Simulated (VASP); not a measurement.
A run of VASP 6.6.1 is set up as follows.

INCAR

```
SYSTEM = Be2PtBr6
ALGO = Normal
EDIFF = 1E-6
ENCUT = 520
GGA = PE
ISIF = 2
ISMEAR = 0
LASPH = .True.
LCHARG = .False.
LREAL = .False.
LWAVE = .False.
NBANDS = 38
NELM = 60
PREC = Accurate
SIGMA = 0.1
```

The input KPOINTS:

```
k-points
0
Gamma
  4 4 4
  0 0 0
```

File POSCAR:

```
Be2PtBr6
1.0
    0.0000000000      4.8061855438      4.8061855438
    4.8061855438      0.0000000000      4.8061855438
    4.8061855438      4.8061855438      0.0000000000
Be Pt Br
2 1 6
Direct
    0.7500000000      0.7500000000      0.7500000000
    0.2500000000      0.2500000000      0.2500000000
    0.0000000000      0.0000000000      0.0000000000
    0.5000000000      0.0000000000      0.0000000000
    0.0000000000      0.5000000000      0.5000000000
    0.0000000000      0.5000000000      0.0000000000
    0.5000000000      0.0000000000      0.5000000000
    0.0000000000      0.0000000000      0.5000000000
    0.5000000000      0.5000000000      0.0000000000
```

Potentials or basis: VASP PAW PBE potentials, release 64 (Be, Pt, Br).

The run is started by

```bash
$ cat potpaw_PBE.64/Be/POTCAR potpaw_PBE.64/Pt/POTCAR potpaw_PBE.64/Br/POTCAR > POTCAR
$ mpirun -np 1 vasp_std > vasp.out
```

Task: Predict the band gap on the k mesh.

Result: Zero (bands 28 and 29 overlap by 0.20 eV).

Task: Estimate the pressure.

Result: -0.2 GPa.

Caveat: the cell differs from its parent crystal (atoms taken out); spin-orbit coupling is left out, which moves the levels of the heavy elements.
